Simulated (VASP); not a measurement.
# TiSi (Cmmm) in VASP: a series of runs, part 2 of 2

VASP 6.6.1. The steps go on from the part before.

## (3) Single point, r2SCAN

The input, POSCAR:

```
TiSi
1.0
    1.8161780000     -2.1176240000      0.0000000000
    1.8161780000      2.1176240000      0.0000000000
    0.0000000000      0.0000000000      3.8039340000
Ti Si
1 1
Direct
    0.5000000000      0.5000000000      0.0000000000
    0.0000000000      0.0000000000      0.5000000000
```

The input, INCAR.step1:

```
SYSTEM = TiSi
PREC = Accurate ; ENCUT = 520
ISMEAR = 0 ; SIGMA = 0.1
LREAL = .FALSE. ; LASPH = .TRUE.
NELM = 60 ; NBANDS = 15
GGA = PE ; ALGO = Normal
EDIFF = 1E-4 ; LWAVE = .TRUE.
LCHARG = .FALSE.
```

The input, INCAR.step2:

```
SYSTEM = TiSi
PREC = Accurate ; ENCUT = 520
EDIFF = 1E-7 ; ISMEAR = 0
SIGMA = 0.1 ; LREAL = .FALSE.
LASPH = .TRUE. ; NELM = 60
ALGO = Normal ; ISIF = 2
LWAVE = .FALSE. ; LCHARG = .FALSE.
METAGGA = R2SCAN ; LMIXTAU = .TRUE.
NBANDS = 15 ; ISTART = 1
```

The input, KPOINTS:

```
Automatic mesh
0
Gamma
  14 14 10
  0.5 0.5 0.5
```

Potentials or basis: VASP PAW PBE potentials, release 64 (Ti_sv, Si).

On the command line:

```sh
cat potpaw_PBE.64/Ti_sv/POTCAR potpaw_PBE.64/Si/POTCAR > POTCAR
cp INCAR.step1 INCAR
mpirun -np 1 vasp_std > vasp.out
cp INCAR.step2 INCAR
mpirun -np 1 vasp_std > vasp.out
```

OUTCAR:

```text
SYSTEM = TiSi
   PREC = Accurate
   ENCUT = 520
   EDIFF = 1E-7
   ISMEAR = 0
   LREAL = .FALSE.
   LASPH = .TRUE.
   NELM = 60
   ISIF = 2
   METAGGA = R2SCAN
   ISTART = 1

 ion  position               nearest neighbor table
   1  0.500  0.500  0.000-   2 2.63   2 2.63   2 2.63   2 2.63   2 2.85   2 2.85   2 2.85   2 2.85

   2  0.000  0.000  0.500-   1 2.63   1 2.63   1 2.63   1 2.63   1 2.85   1 2.85   1 2.85   1 2.85

  LATTYP: Found a base centered orthorhombic cell.
 ALAT       =     3.6323560000
 B/A-ratio  =     1.1659782246
 C/A-ratio  =     1.0472360088

  Lattice vectors:

 A1 = (   1.8161780000,  -2.1176240000,   0.0000000000)
 A2 = (   1.8161780000,   2.1176240000,   0.0000000000)
 A3 = (   0.0000000000,   0.0000000000,   3.8039340000)

Analysis of symmetry for initial positions (statically):
=====================================================================
 Subroutine PRICEL returns:
 Original cell was already a primitive cell.

 Routine SETGRP: Setting up the symmetry group for a
 base centered orthorhombic supercell.

 Subroutine GETGRP returns: Found  8 space group operations
 (whereof  8 operations were pure point group operations)
 out of a pool of  8 trial point group operations.

[... 179 lines left out ...]
      8       8.8868      2.00000
      9      12.0697      0.00000
     10      12.7062      0.00000
     11      13.4051      0.00000
     12      15.4906      0.00000
     13      16.0995      0.00000
     14      17.0337      0.00000
[... 401 lines left out ...]
      2     -24.2141      2.00000
      3     -24.0494      2.00000
      4     -23.7981      2.00000
      5      -0.8860      2.00000
      6       7.7020      2.00000
      7       8.0093      2.00000
      8       9.0720      2.00000
      9      11.6679      0.00000
     10      11.7920      0.00000
     11      12.8611      0.00000
     12      13.8707      0.00000
     13      16.8282      0.00000
     14      17.1819      0.00000
     15      21.5926      0.00000

 [... further k-points ...]

------------------------ aborting loop because EDIFF is reached ----------------------------------------

  FORCE on cell =-STRESS in cart. coord.  units (eV):
  Direction    XX          YY          ZZ          XY          YZ          ZX
  --------------------------------------------------------------------------------------
  -------------------------------------------------------------------------------------
  Total       -0.2699332     -0.4259415     -0.1486795      0.0000000      0.0000000      0.0000000
  in kB      -14.7807563    -23.3233189     -8.1412590      0.0000000      0.0000000      0.0000000
  external PRESSURE =     -15.4151114 kB  Pullay stress =       0.0000000 kB

 VOLUME and BASIS-vectors are now :
 -----------------------------------------------------------------------------
  energy-cutoff  :      520.00
  volume of cell :       29.26
      direct lattice vectors                 reciprocal lattice vectors
     1.816178000 -2.117624000  0.000000000     0.275303412 -0.236113682  0.000000000
     1.816178000  2.117624000  0.000000000     0.275303412  0.236113682  0.000000000
     0.000000000  0.000000000  3.803934000     0.000000000  0.000000000  0.262885739

 POSITION                                       TOTAL-FORCE (eV/Angst)
 -----------------------------------------------------------------------------------
      1.81618      0.00000      0.00000         0.000000      0.000000      0.000000
      0.00000      0.00000      1.90197         0.000000     -0.000000      0.000000
 -----------------------------------------------------------------------------------
    total drift:                               -0.000000     -0.000000     -0.000000

  FREE ENERGIE OF THE ION-ELECTRON SYSTEM (eV)
  ---------------------------------------------------
  free  energy   TOTEN  =       -22.7797669017 eV

  energy  without entropy=      -22.7738314553  energy(sigma->0) =      -22.77679918
```

OSZICAR.step1:

```text
N       E                     dE             d eps       ncg     rms          rms(c)
DAV:   1     0.119078510101E+03    0.11908E+03   -0.80571E+03  8414   0.119E+03
DAV:   2    -0.565972576875E+01   -0.12474E+03   -0.11923E+03  8793   0.317E+02
DAV:   3    -0.153917474413E+02   -0.97320E+01   -0.94820E+01 14845   0.752E+01
DAV:   4    -0.158834211244E+02   -0.49167E+00   -0.49124E+00  9250   0.138E+01
DAV:   5    -0.158995660526E+02   -0.16145E-01   -0.16143E-01 11945   0.233E+00    0.113E+01
DAV:   6    -0.145217261915E+02    0.13778E+01   -0.46689E+00 10080   0.302E+01    0.390E+00
DAV:   7    -0.143355905551E+02    0.18614E+00   -0.55364E-01  9555   0.101E+01    0.277E+00
DAV:   8    -0.143258625612E+02    0.97280E-02   -0.13216E-01 10486   0.400E+00    0.824E-01
DAV:   9    -0.143210003023E+02    0.48623E-02   -0.23863E-02  9401   0.219E+00    0.343E-01
DAV:  10    -0.143213845038E+02   -0.38420E-03   -0.22480E-03 10883   0.557E-01    0.782E-02
DAV:  11    -0.143213523551E+02    0.32149E-04   -0.24631E-04  9661   0.132E-01
   1 F= -.14321352E+02 E0= -.14318371E+02  d E =-.596269E-02
```

It took 9 min on 1 thread of Intel Xeon 8259CL, shared host; peak memory 0.25 GiB.

What came out:

```
Free energy            : -22.7798 eV
Pressure               : -1.5 GPa
Band gap on the k mesh : zero (bands 8 and 9 overlap by 1.53 eV)
```

Stress tensor (GPa, compression positive):
```
-1.48  0.00  0.00
 0.00 -2.33  0.00
 0.00  0.00 -0.81
```

Caveat: the PAW data sets were made with another functional, which shifts forces and pressure a little.
